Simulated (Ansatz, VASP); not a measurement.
Ge in VASP and in Ansatz

```
CELL_PARAMETERS angstrom
-0.05658 2.80048 2.80048
2.80048 -0.05658 2.80048
2.80048 2.80048 -0.05658
ATOMIC_POSITIONS crystal
Ge 0.50000 0.50000 0.50000
Ge 0.75000 0.75000 0.75000
```

Change from the starting cell: equal xy, yz and zx shear strains of -2 %, crystal datasets.

Alike in both runs: task electric field gradients; functional PBEsol; k mesh 11 × 11 × 11; occupations fermi-dirac, width 0.05 eV; no spin polarisation.

|  | VASP | Ansatz |
| --- | --- | --- |
| version | VASP 6.6.1 | Ansatz 0.2.0 |
| potentials or method | VASP PAW PBE potentials, release 64 (Ge_d), cutoff 520 eV | all-electron PAW with datasets made for the crystal, scalar-relativistic |

Ansatz gave:

* pressure (GPa): 0.8
* traceless stress, the component that is largest in VASP (GPa): 1.72
* rms of the force components (eV/Å): 0.197
* size of Vzz on the site where it differs most (V/Å²): 19.5

Problem. Estimate VASP's values.

Solution. Pressure (GPa): 0.7; traceless stress, the component that is largest in VASP (GPa): 1.72; rms of the force components (eV/Å): 0.196; size of Vzz on the site where it differs most (V/Å²): 19.8.

VASP's potentials were made for PBE, not for PBEsol. Atom by atom the forces differ by 0.001 eV/Å (rms over components). Ansatz ran all-electron here, and VASP with PAW potentials.
